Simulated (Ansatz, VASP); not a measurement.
# IrRu2 in VASP and in Ansatz

```
Ru Ir
1.0
     0.00000    2.93549    2.93549
     2.93549    0.00000    2.93549
     2.93549    2.93549    0.00000
Ru Ir
2 1
Direct
  0.25000 0.25000 0.25000
  0.75000 0.75000 0.75000
  0.00000 0.00000 0.00000
```

Change from the starting cell: species swapped into the Si2Ni type (Fm-3m, No. 225).

Alike in both runs: functional PBE; k mesh 14 × 14 × 14; occupations gaussian, width 0.1 eV; no spin polarisation.

Ansatz relaxed the structure, and its values are those at the end. VASP's run is a single point on that final structure, the one shown.

|  | VASP | Ansatz |
| --- | --- | --- |
| version | VASP 6.6.1 | Ansatz 0.2.0 |
| potentials or method | VASP PAW PBE potentials, release 64 (Ru_pv, Ir), cutoff 520 eV | scalar-relativistic, plane waves, PAW |
| valence electrons in the cell | 37 | 49 |

|  | VASP | Ansatz | Ansatz less VASP |
| --- | --- | --- | --- |
| gap on the k mesh at the Fermi level (eV) | none | none | - |
| pressure (GPa) | 0.2 | 0.0 | -0.18 |

A gap of «none» marks a metal or a gap that the smearing closes. The functional is the same, so the differences come from potentials, cutoffs and numerics. VASP's potentials hold 37 valence electrons a cell and Ansatz's 49, so a difference there can come from the potentials and not from the codes.

Neither program's run includes spin-orbit coupling.
